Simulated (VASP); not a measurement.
# Au (P6_3/mmc) in VASP: a series of runs, part 3 of 3

VASP 6.6.1.

## 6. Single point, PBEsol

INCAR reads:

```
SYSTEM = Au
ALGO = Normal
EDIFF = 1E-6
ENCUT = 520
GGA = PS
ISIF = 2
ISMEAR = -1
LASPH = .TRUE.
LCHARG = .FALSE.
LREAL = .FALSE.
LWAVE = .FALSE.
NBANDS = 30
NELM = 100
PREC = Accurate
SIGMA = 0.1
```

KPOINTS reads:

```
k-points
0
G
  14 14 4
  0 0 0
```

POSCAR reads:

```
Au
1.0
    2.8682990688      0.0000000000      0.0000000000
   -1.4341495344      2.4840198592      0.0000000000
    0.0000000000      0.0000000000      9.5538130339
Au
4
Direct
    0.0000000000      0.0000000000      1.0000000000
    0.0000000000      0.0000000000      0.5000000000
    0.3333333333      0.6666666667      0.2500000000
    0.6666666667      0.3333333333      0.7500000000
```

Potentials or basis: VASP PAW PBE potentials, release 64 (Au).

Command:

```
$ cat potpaw_PBE.64/Au/POTCAR > POTCAR
$ mpirun -np 1 vasp_std > vasp.out
```

OUTCAR:

```text
SYSTEM = Au
   EDIFF = 1E-6
   ENCUT = 520
   GGA = PS
   ISIF = 2
   ISMEAR = -1
   LASPH = .TRUE.
   LREAL = .FALSE.
   NELM = 100
   PREC = Accurate

 ion  position               nearest neighbor table
   1  0.000  0.000  0.000-   3 2.91   4 2.91   3 2.91   4 2.91   4 2.91   3 2.91
   2  0.000  0.000  0.500-   3 2.91   4 2.91   3 2.91   4 2.91   4 2.91   3 2.91
   3  0.333  0.667  0.250-   1 2.91   2 2.91   1 2.91   2 2.91   1 2.91   2 2.91
   4  0.667  0.333  0.750-   1 2.91   2 2.91   1 2.91   2 2.91   1 2.91   2 2.91

  LATTYP: Found a hexagonal cell.
 ALAT       =     2.8682990688
 C/A-ratio  =     3.3308287611

  Lattice vectors:

 A1 = (   2.8682990688,   0.0000000000,   0.0000000000)
 A2 = (  -1.4341495344,   2.4840198592,   0.0000000000)
 A3 = (   0.0000000000,   0.0000000000,   9.5538130339)

Analysis of symmetry for initial positions (statically):
=====================================================================
 Subroutine PRICEL returns:
 Original cell was already a primitive cell.

 Routine SETGRP: Setting up the symmetry group for a
 hexagonal supercell.

 Subroutine GETGRP returns: Found 24 space group operations
 (whereof 12 operations were pure point group operations)
 out of a pool of 24 trial point group operations.

The static configuration has the point symmetry D_3d.
 The point group associated with its full space group is D_6h.

Analysis of symmetry for dynamics (positions and initial velocities):
=====================================================================
 Subroutine PRICEL returns:
 Original cell was already a primitive cell.

 Routine SETGRP: Setting up the symmetry group for a
 hexagonal supercell.

 Subroutine GETGRP returns: Found 24 space group operations
 (whereof 12 operations were pure point group operations)
 out of a pool of 24 trial point group operations.

The dynamic configuration has the point symmetry D_3d.
 The point group associated with its full space group is D_6h.

 Subroutine INISYM returns: Found 24 space group operations
 (whereof 12 operations are pure point group operations),
 and found     1 'primitive' translations

----------------------------------------------------------------------------------------

                                     Primitive cell

  volume of cell :      68.0701

  direct lattice vectors                    reciprocal lattice vectors
     2.868299069  0.000000000  0.000000000     0.348638680  0.201286636  0.000000000
    -1.434149534  2.484019859  0.000000000     0.000000000  0.402573271  0.000000000
     0.000000000  0.000000000  9.553813034     0.000000000  0.000000000  0.104670250

  length of vectors
     2.868299069  2.868299069  9.553813034     0.402573271  0.402573271  0.104670250

  position of ions in fractional coordinates (direct lattice)
     0.000000000  0.000000000  0.000000000
     0.000000000  0.000000000  0.500000000
     0.333333333  0.666666667  0.250000000
     0.666666667  0.333333333  0.750000000

  ion indices of the primitive-cell ions
   primitive index   ion index
                 1           1
                 2           2
                 3           3
                 4           4

----------------------------------------------------------------------------------------

 KPOINTS: k-points

Automatic generation of k-mesh.
 Grid dimensions read from file:
 generate k-points for:   14   14    4

 Generating k-lattice:

  Cartesian coordinates                     Fractional coordinates (reciprocal lattice)
     0.024902763  0.014377617  0.000000000     0.071428571  0.000000000  0.000000000
     0.000000000  0.028755234  0.000000000     0.000000000  0.071428571  0.000000000
     0.000000000  0.000000000  0.026167563     0.000000000  0.000000000  0.250000000

  Length of vectors
     0.028755234  0.028755234  0.026167563

  Shift w.r.t. Gamma in fractional coordinates (k-lattice)
     0.000000000  0.000000000  0.000000000

 Subroutine IBZKPT returns following result:
 ===========================================

 Found     72 irreducible k-points:

 Following reciprocal coordinates:
            Coordinates               Weight
  0.000000  0.000000  0.000000      1.000000
  0.071429  0.000000  0.000000      6.000000
  0.142857  0.000000  0.000000      6.000000
  0.214286  0.000000  0.000000      6.000000
  0.285714  0.000000  0.000000      6.000000
  0.357143  0.000000  0.000000      6.000000
[... 16 lines left out ...]
  0.285714  0.285714  0.000000      6.000000
  0.357143  0.285714  0.000000      6.000000
 [... further k-points ...]
   k-points           NKPTS =     72   k-points in BZ     NKDIM =     72   number of bands    NBANDS=     30
   number of dos      NEDOS =    301   number of ions     NIONS =      4
   total plane-waves  NPLWV =  41472
   dimension x,y,z NGX =    24 NGY =   24 NGZ =   72
   dimension x,y,z NGXF=    48 NGYF=   48 NGZF=  144
   ions per type =               4
   NGX,Y,Z   is equivalent  to a cutoff of  13.91, 13.91, 12.53 a.u.
   NGXF,Y,Z  is equivalent  to a cutoff of  27.82, 27.82, 25.06 a.u.
 SYSTEM =  Au
   PREC   = accura    normal or accurate (medium, high low for compatibility)
   ISTART =      0    job   : 0-new  1-cont  2-samecut
   ICHARG =      2    charge: 1-file 2-atom 10-const
   ISPIN  =      1    spin polarized calculation?
   LNONCOLLINEAR =      F non collinear calculations
   LSORBIT =      F    spin-orbit coupling
   LASPH  =      T    aspherical Exc in radial PAW
   ENCUT  =  520.0 eV  38.22 Ry    6.18 a.u.   5.33  5.33 17.76*2*pi/ulx,y,z
   NELM   =    100;   NELMIN=  2; NELMDL= -5     # of ELM steps
   EDIFF  = 0.1E-05   stopping-criterion for ELM
   LREAL  =      F    real-space projection
   EDIFFG = 0.1E-04   stopping-criterion for IOM
   NSW    =      0    number of steps for IOM
   IBRION =     -1    ionic relax: 0-MD 1-quasi-New 2-CG
   NFREE  =      0    steps in history (QN), initial steepest desc. (CG)
   ISIF   =      2    stress and relaxation
   ISYM   =      2    0-nonsym 1-usesym 2-fastsym
   POTIM  = 0.5000    time-step for ionic-motion
   TEBEG  =    0.0;   TEEND  =   0.0 temperature during run
   PSTRESS=    0.0 pullay stress
   NELECT =      44.0000    total number of electrons
   NUPDOWN=      -1.0000    fix difference up-down
   EMIN   =  10.00;   EMAX   =-10.00  energy-range for DOS
   EFERMI =   0.00;   METHOD = LEGACY
   ISMEAR =    -1;   SIGMA  =   0.10  broadening in eV -4-tet -1-fermi 0-gaus
   EFERMI_NEDOS =   21; number of points for ismear=-14 and -15
   IALGO  =     38    algorithm
   IMIX   =      4    mixing-type and parameters
     AMIX     =   0.40;   BMIX     =  1.00
     AMIX_MAG =   1.60;   BMIX_MAG =  1.00
  volume/ion in A,a.u.               =      17.02       114.84
  Fermi-wavevector in a.u.,A,eV,Ry     =   1.415491  2.674889 27.260817  2.003614
  Thomas-Fermi vector in A             =   2.536924
   LORBIT       =      0    0 simple, 1 ext, 2 COOP (PROOUT), +10 PAW based schemes
   GGA     = PS    functional components
   LHFCALC =     F    Hartree Fock is set to
   AEXX    =    0.0000 exact exchange contribution
   IVDW    =     0    specifies the selected vdW correction
   LEPSILON=     F    determine dielectric tensor
   LRPA    =     F    only Hartree local field effects (RPA)
 non-spin polarized calculation
  energy-cutoff  :      520.00
  volume of cell :       68.07
 maximum number of plane-waves:      1860
 NGX is ok and might be reduce to    24
   NGX = 11   NGY = 11   NGZ = 35

 number of electron      44.0000009 magnetization

 Free energy of the ion-electron system (eV)
  ---------------------------------------------------
  ext. energy  EPLUGINS =         0.00000000
  ---------------------------------------------------
  free energy    TOTEN  =       -15.69163702 eV

  energy without entropy =      -15.64726602  energy(sigma->0) =      -15.66945152

 E-fermi :   9.2615     XC(G=0): -12.8934

 val. band max:        9.2459539685   @ k =   0.3571   0.1429   0.5000
 cond. band min:       9.2747158544   @ k =   0.2857   0.2143   0.5000
 fundamental gap:      0.0287618859
 Fermi energy:         9.2614523499

 k-point     1 :       0.0000    0.0000    0.0000
  band No.  band energies     occupation
      1      -0.6351      2.00000
      2       1.0953      2.00000
      3       1.1071      2.00000
      4       1.8914      2.00000
      5       4.4256      2.00000
      6       4.4345      2.00000
[... 781 lines left out ...]
     29      15.8524      0.00000
     30      18.2538      0.00000

 [... further k-points ...]
[... 5 lines left out ...]
  --------------------------------------------------------------------------------------
  -------------------------------------------------------------------------------------
  Total       -0.0028287     -0.0028287     -0.2592728      0.0000000     -0.0000000      0.0000000
  in kB       -0.0665794     -0.0665794     -6.1025498      0.0000000     -0.0000000      0.0000000
  external PRESSURE =      -2.0785695 kB  Pullay stress =       0.0000000 kB

 VOLUME and BASIS-vectors are now :
 -----------------------------------------------------------------------------
  energy-cutoff  :      520.00
  volume of cell :       68.07
      direct lattice vectors                 reciprocal lattice vectors
     2.868299069  0.000000000  0.000000000     0.348638680  0.201286636  0.000000000
    -1.434149534  2.484019859  0.000000000     0.000000000  0.402573271  0.000000000
     0.000000000  0.000000000  9.553813034     0.000000000  0.000000000  0.104670250

 POSITION                                       TOTAL-FORCE (eV/Angst)
 -----------------------------------------------------------------------------------
      0.00000      0.00000      0.00000         0.000000      0.000000      0.000000
      0.00000      0.00000      4.77691         0.000000      0.000000      0.000000
     -0.00000      1.65601      2.38845         0.000000     -0.000000     -0.000000
      1.43415      0.82801      7.16536        -0.000000     -0.000000      0.000000
 -----------------------------------------------------------------------------------
    total drift:                               -0.000000      0.000000      0.000000

  FREE ENERGIE OF THE ION-ELECTRON SYSTEM (eV)
  ---------------------------------------------------
  free  energy   TOTEN  =       -15.6916370169 eV

  energy  without entropy=      -15.6472660173  energy(sigma->0) =      -15.66945152
```

Wall time 56 s (1 thread of Intel Xeon 6975P-C (Granite Rapids), shared host); peak memory 0.25 GiB.

What came out:

```yaml
Free_energy: -15.6916 eV
Pressure: -0.2 GPa
Band_gap_on_the_k_mesh: zero (band 22 reaches 11.84 eV, above the bottom of band 23 at 7.00 eV)
```

Caveat: the PAW data sets were made with another functional, which shifts forces and pressure a little; spin-orbit coupling is left out, which moves the levels of the heavy elements.

## 7. Summary

```csv
cell,k mesh,gap on the mesh (eV),pressure (GPa)
"a = 2.868, b = 2.868, c = 9.554 Å, angles 90.0, 90.0, 120.0°, 4 atoms",13 × 13 × 4,none,-0.3
"a = 2.749, b = 2.749, c = 9.155 Å, angles 90.0, 90.0, 120.0°, 4 atoms",14 × 14 × 4,none,31.8
"a = 2.790, b = 2.790, c = 9.292 Å, angles 90.0, 90.0, 120.0°, 4 atoms",14 × 14 × 4,none,18.2
"a = 2.830, b = 2.830, c = 9.425 Å, angles 90.0, 90.0, 120.0°, 4 atoms",14 × 14 × 4,none,7.7
"a = 2.868, b = 2.868, c = 9.554 Å, angles 90.0, 90.0, 120.0°, 4 atoms",14 × 14 × 4,none,-0.2
```

Alike in all rows: task single point; level PBEsol; potentials or basis VASP PAW PBE potentials, release 64 (Au); no spin polarisation; cutoff (eV) 520; smearing fermi-dirac 0.1 eV.

Caveats: the PAW data sets were made with another functional, which shifts forces and pressure a little; spin-orbit coupling is left out, which moves the levels of the heavy elements.

Absolute energies hang on the potentials; compare differences alone.
